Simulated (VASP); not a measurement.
# I (Pm-3m) in VASP: single point with PBEsol

Aim: the single point of I with PBEsol.

Everything below comes from runs of VASP 6.6.1. Logs are shortened: lines on timing, memory, paths and dates and some standing lists are left out, and cuts for length are marked.

### 1 The cell of the first run

Symmetry: Pm-3m, No. 221, cubic system. Conventional cell: a = 3.381 Å, b = 3.381 Å, c = 3.381 Å, α = 90.00°, β = 90.00°, γ = 90.00°. Within 4.4 Å of I (site symmetry m-3m) lie 6 I at 3.38 Å.

### 2 Single point, PBEsol

The input, INCAR:

```
PREC = Accurate
ENCUT = 520
EDIFF = 1E-7
ISMEAR = -1
SIGMA = 0.1
LREAL = False
LASPH = True
NELM = 100
ALGO = Normal
ISIF = 2
LWAVE = False
LCHARG = False
GGA = PS
NBANDS = 10
```

The input, KPOINTS:

```
regular mesh
0
Gamma
  11 11 11
```

The input, POSCAR:

```
I
1.0
    3.3813518284      0.0000000000      0.0000000000
    0.0000000000      3.3813518284      0.0000000000
    0.0000000000      0.0000000000      3.3813518284
I
1
Direct
    0.0000000000      0.0000000000      0.0000000000
```

Potentials or basis: VASP PAW PBE potentials, release 64 (I).

Started as:

```sh
$ cat potpaw_PBE.64/I/POTCAR > POTCAR
$ mpirun -np 1 vasp_std > vasp.out
```

OUTCAR:

```text
PREC = Accurate
   ENCUT = 520
   EDIFF = 1E-7
   ISMEAR = -1
   LREAL = False
   LASPH = True
   NELM = 100
   ISIF = 2
   GGA = PS

 ion  position               nearest neighbor table
   1  0.000  0.000  0.000-

  LATTYP: Found a simple cubic cell.
 ALAT       =     3.3813518284

  Lattice vectors:

 A1 = (   3.3813518284,   0.0000000000,   0.0000000000)
 A2 = (   0.0000000000,   3.3813518284,   0.0000000000)
 A3 = (   0.0000000000,   0.0000000000,   3.3813518284)

Analysis of symmetry for initial positions (statically):
=====================================================================
 Subroutine PRICEL returns:
 Original cell was already a primitive cell.

 Routine SETGRP: Setting up the symmetry group for a
 simple cubic supercell.

 Subroutine GETGRP returns: Found 48 space group operations
[... 9 lines left out ...]

 Routine SETGRP: Setting up the symmetry group for a
 simple cubic supercell.

 Subroutine GETGRP returns: Found 48 space group operations
[... 11 lines left out ...]
                                     Primitive cell

  volume of cell :      38.6608

  direct lattice vectors                    reciprocal lattice vectors
     3.381351828  0.000000000  0.000000000     0.295739707  0.000000000  0.000000000
     0.000000000  3.381351828  0.000000000     0.000000000  0.295739707  0.000000000
     0.000000000  0.000000000  3.381351828     0.000000000  0.000000000  0.295739707

  length of vectors
     3.381351828  3.381351828  3.381351828     0.295739707  0.295739707  0.295739707

  position of ions in fractional coordinates (direct lattice)
     0.000000000  0.000000000  0.000000000

  ion indices of the primitive-cell ions
   primitive index   ion index
                 1           1

----------------------------------------------------------------------------------------

 KPOINTS: regular mesh

Automatic generation of k-mesh.
 Grid dimensions read from file:
 generate k-points for:   11   11   11

 Generating k-lattice:

  Cartesian coordinates                     Fractional coordinates (reciprocal lattice)
     0.026885428  0.000000000  0.000000000     0.090909091  0.000000000  0.000000000
     0.000000000  0.026885428  0.000000000     0.000000000  0.090909091  0.000000000
     0.000000000  0.000000000  0.026885428     0.000000000  0.000000000  0.090909091

  Length of vectors
     0.026885428  0.026885428  0.026885428

  Shift w.r.t. Gamma in fractional coordinates (k-lattice)
     0.000000000  0.000000000  0.000000000

 Subroutine IBZKPT returns following result:
 ===========================================

 Found     56 irreducible k-points:

 Following reciprocal coordinates:
            Coordinates               Weight
  0.000000  0.000000  0.000000      1.000000
  0.090909  0.000000  0.000000      6.000000
  0.181818  0.000000  0.000000      6.000000
  0.272727  0.000000  0.000000      6.000000
  0.363636  0.000000  0.000000      6.000000
  0.454545  0.000000  0.000000      6.000000
[... 16 lines left out ...]
  0.181818  0.090909  0.090909     24.000000
  0.272727  0.090909  0.090909     24.000000
 [... further k-points ...]
   k-points           NKPTS =     56   k-points in BZ     NKDIM =     56   number of bands    NBANDS=     10
   number of dos      NEDOS =    301   number of ions     NIONS =      1
   total plane-waves  NPLWV =  21952
   dimension x,y,z NGX =    28 NGY =   28 NGZ =   28
   dimension x,y,z NGXF=    56 NGYF=   56 NGZF=   56
   ions per type =               1
   NGX,Y,Z   is equivalent  to a cutoff of  13.77, 13.77, 13.77 a.u.
   NGXF,Y,Z  is equivalent  to a cutoff of  27.53, 27.53, 27.53 a.u.
 SYSTEM =  unknown system
   PREC   = accura    normal or accurate (medium, high low for compatibility)
   ISTART =      0    job   : 0-new  1-cont  2-samecut
   ICHARG =      2    charge: 1-file 2-atom 10-const
   ISPIN  =      1    spin polarized calculation?
   LNONCOLLINEAR =      F non collinear calculations
   LSORBIT =      F    spin-orbit coupling
   LASPH  =      T    aspherical Exc in radial PAW
   ENCUT  =  520.0 eV  38.22 Ry    6.18 a.u.   6.29  6.29  6.29*2*pi/ulx,y,z
   NELM   =    100;   NELMIN=  2; NELMDL= -5     # of ELM steps
   EDIFF  = 0.1E-06   stopping-criterion for ELM
   LREAL  =      F    real-space projection
   EDIFFG = 0.1E-05   stopping-criterion for IOM
   NSW    =      0    number of steps for IOM
   IBRION =     -1    ionic relax: 0-MD 1-quasi-New 2-CG
   NFREE  =      0    steps in history (QN), initial steepest desc. (CG)
   ISIF   =      2    stress and relaxation
   ISYM   =      2    0-nonsym 1-usesym 2-fastsym
   POTIM  = 0.5000    time-step for ionic-motion
   TEBEG  =    0.0;   TEEND  =   0.0 temperature during run
   PSTRESS=    0.0 pullay stress
   NELECT =       7.0000    total number of electrons
   NUPDOWN=      -1.0000    fix difference up-down
   EMIN   =  10.00;   EMAX   =-10.00  energy-range for DOS
   EFERMI =   0.00;   METHOD = LEGACY
   ISMEAR =    -1;   SIGMA  =   0.10  broadening in eV -4-tet -1-fermi 0-gaus
   EFERMI_NEDOS =   21; number of points for ismear=-14 and -15
   IALGO  =     38    algorithm
   IMIX   =      4    mixing-type and parameters
     AMIX     =   0.40;   BMIX     =  1.00
     AMIX_MAG =   1.60;   BMIX_MAG =  1.00
  volume/ion in A,a.u.               =      38.66       260.90
  Fermi-wavevector in a.u.,A,eV,Ry     =   0.926155  1.750180 11.670583  0.857764
  Thomas-Fermi vector in A             =   2.052087
   LORBIT       =      0    0 simple, 1 ext, 2 COOP (PROOUT), +10 PAW based schemes
   GGA     = PS    functional components
   LHFCALC =     F    Hartree Fock is set to
   AEXX    =    0.0000 exact exchange contribution
   IVDW    =     0    specifies the selected vdW correction
   LEPSILON=     F    determine dielectric tensor
   LRPA    =     F    only Hartree local field effects (RPA)
 non-spin polarized calculation
  energy-cutoff  :      520.00
  volume of cell :       38.66
 maximum number of plane-waves:      1054
 NGX is ok and might be reduce to    28
   NGX = 13   NGY = 13   NGZ = 13

 number of electron       7.0000001 magnetization

 Free energy of the ion-electron system (eV)
  ---------------------------------------------------
  ext. energy  EPLUGINS =         0.00000000
  ---------------------------------------------------
  free energy    TOTEN  =        -1.48548217 eV

  energy without entropy =       -1.44538383  energy(sigma->0) =       -1.46543300

 E-fermi :   3.9733     XC(G=0):  -8.6667

 val. band max:        3.9633102718   @ k =   0.4545   0.0909   0.0000
 cond. band min:       3.9920856873   @ k =   0.1818   0.0000   0.0000
 fundamental gap:      0.0287754156
 Fermi energy:         3.9732519094

 k-point     1 :       0.0000    0.0000    0.0000
  band No.  band energies     occupation
      1      -9.9740      2.00000
      2       3.7912      1.72132
      3       3.7912      1.72132
      4       3.7912      1.72132
      5       9.2668      0.00000
      6      10.2916      0.00000
      7      10.2916      0.00000
      8      20.1034      0.00000
      9      20.1034      0.00000
     10      20.1038      0.00000

 k-point     2 :       0.0909    0.0000    0.0000
  band No.  band energies     occupation
      1      -9.9112      2.00000
      2       3.1403      1.99952
      3       3.8443      1.56822
      4       3.8443      1.56822
      5       9.5396      0.00000
      6      10.3689      0.00000
      7      10.9611      0.00000
      8      18.7369      0.00000
      9      18.7369      0.00000
     10      19.9397      0.00000

 k-point     3 :       0.1818    0.0000    0.0000
  band No.  band energies     occupation
      1      -9.7335      2.00000
      2       1.8249      2.00000
      3       3.9921      0.90611
      4       3.9921      0.90611
      5       9.9278      0.00000
      6      10.5936      0.00000
      7      12.7051      0.00000
      8      17.1910      0.00000
      9      17.1910      0.00000
     10      18.5178      0.00000

 k-point     4 :       0.2727    0.0000    0.0000
  band No.  band energies     occupation
      1      -9.4768      2.00000
      2       0.5081      2.00000
      3       4.1991      0.18930
      4       4.1991      0.18930
      5      10.4246      0.00000
      6      10.9393      0.00000
      7      14.3875      0.00000
      8      15.8959      0.00000
      9      15.8959      0.00000
     10      17.7101      0.00000

 k-point     5 :       0.3636    0.0000    0.0000
  band No.  band energies     occupation
      1      -9.2098      2.00000
      2      -0.5237      2.00000
      3       4.4052      0.02626
      4       4.4052      0.02626
      5      11.0628      0.00000
      6      11.3389      0.00000
      7      14.2990      0.00000
      8      14.9517      0.00000
      9      14.9517      0.00000
     10      16.7006      0.00000

 k-point     6 :       0.4545    0.0000    0.0000
  band No.  band energies     occupation
      1      -9.0326      2.00000
      2      -1.0960      2.00000
      3       4.5364      0.00714
      4       4.5364      0.00714
      5      11.6415      0.00000
      6      11.7309      0.00000
      7      13.4768      0.00000
      8      14.4483      0.00000
      9      14.4483      0.00000
     10      16.0149      0.00000
[... 183 lines left out ...]
 k-point    21 :       0.4545    0.4545    0.0000
  band No.  band energies     occupation
      1      -8.1121      2.00000
      2      -0.0865      2.00000
      3      -0.0783      2.00000
      4       5.2257      0.00001
      5       7.4226      0.00000
      6      13.3229      0.00000
      7      15.7762      0.00000
      8      15.8334      0.00000
      9      16.3091      0.00000
     10      16.3130      0.00000

 k-point    22 :       0.0909    0.0909    0.0909
  band No.  band energies     occupation
      1      -9.7858      2.00000
      2       3.1905      1.99920
      3       3.2876      1.99790
      4       3.2876      1.99790
      5      10.3256      0.00000
      6      11.2616      0.00000
      7      11.2616      0.00000
      8      17.3627      0.00000
      9      17.7385      0.00000
     10      17.7385      0.00000

 k-point    23 :       0.1818    0.0909    0.0909
  band No.  band energies     occupation
      1      -9.6084      2.00000
      2       1.9472      2.00000
      3       3.3899      1.99416
      4       3.4429      1.99010
      5      10.7637      0.00000
      6      11.4696      0.00000
      7      12.8178      0.00000
      8      16.1072      0.00000
      9      16.1298      0.00000
     10      17.8288      0.00000

 k-point    24 :       0.2727    0.0909    0.0909
  band No.  band energies     occupation
      1      -9.3523      2.00000
      2       0.6370      2.00000
      3       3.6212      1.94256
      4       3.6619      1.91487
      5      11.1458      0.00000
      6      11.7867      0.00000
      7      13.7574      0.00000
      8      14.7773      0.00000
      9      16.0810      0.00000
     10      18.0431      0.00000

 [... further k-points ...]

------------------------ aborting loop because EDIFF is reached ----------------------------------------

  FORCE on cell =-STRESS in cart. coord.  units (eV):
  Direction    XX          YY          ZZ          XY          YZ          ZX
  --------------------------------------------------------------------------------------
  -------------------------------------------------------------------------------------
  Total        0.0038903      0.0038903      0.0038903      0.0000000      0.0000000     -0.0000000
  in kB        0.1612216      0.1612216      0.1612216      0.0000000      0.0000000     -0.0000000
  external PRESSURE =       0.1612216 kB  Pullay stress =       0.0000000 kB

 VOLUME and BASIS-vectors are now :
 -----------------------------------------------------------------------------
  energy-cutoff  :      520.00
  volume of cell :       38.66
      direct lattice vectors                 reciprocal lattice vectors
     3.381351828  0.000000000  0.000000000     0.295739707  0.000000000  0.000000000
     0.000000000  3.381351828  0.000000000     0.000000000  0.295739707  0.000000000
     0.000000000  0.000000000  3.381351828     0.000000000  0.000000000  0.295739707

 POSITION                                       TOTAL-FORCE (eV/Angst)
 -----------------------------------------------------------------------------------
      0.00000      0.00000      0.00000         0.000000      0.000000      0.000000
 -----------------------------------------------------------------------------------
    total drift:                                0.000000      0.000000      0.000000

  FREE ENERGIE OF THE ION-ELECTRON SYSTEM (eV)
  ---------------------------------------------------
  free  energy   TOTEN  =        -1.4854821728 eV

  energy  without entropy=       -1.4453838255  energy(sigma->0) =       -1.46543300
```

Wall time 14 s (1 thread of Intel Xeon Platinum 8259CL at 2.50GHz (Skylake/Cascade Lake), shared host); peak memory 0.16 GiB.

What came out:

- Free energy: -1.4855 eV
- Pressure: 0.0 GPa

Caveat: the PAW data sets were made with another functional, which shifts forces and pressure a little; spin-orbit coupling is left out, which moves the levels of the heavy elements; an odd number of electrons without spin polarisation forces a metal; a magnetic or distorted state may lie lower.
